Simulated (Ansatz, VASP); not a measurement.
# TiO2: VASP beside Ansatz

```
Ti O
1.0
    -1.89369    1.89369    4.78560
     1.89369   -1.89369    4.78560
     1.89369    1.89369   -4.78560
Ti O
2 4
Direct
  0.00000 0.00000 0.00000
  0.75000 0.25000 0.50000
  0.20811 0.20811 0.00000
  0.95811 0.45811 0.50000
  0.54189 0.04189 0.50000
  0.79189 0.79189 0.00000
```

Alike in both runs: functional PBE; dispersion D3(BJ); k mesh 10 × 10 × 10; occupations gaussian, width 0.02 eV; no spin polarisation.

Ansatz relaxed the structure, and its values are those at the end. VASP's run is a single point on that final structure, the one shown.

|  | VASP | Ansatz |
| --- | --- | --- |
| version | VASP 6.6.1 | Ansatz 0.2.0 |
| potentials or method | VASP PAW PBE potentials, release 64 (Ti_sv, O), cutoff 520 eV | scalar-relativistic, plane waves, PAW |
| valence electrons in the cell | 48 | 48 |

```tsv
	VASP	Ansatz	Ansatz less VASP
gap on the k mesh at the Fermi level (eV)	2.10	2.12	+0.024
least direct gap on the mesh (eV)	2.43	2.45	+0.021
pressure (GPa)	0.7	0.0	-0.70
rms of the force components (eV/Å)	0.009	0.000	-0.0094
```
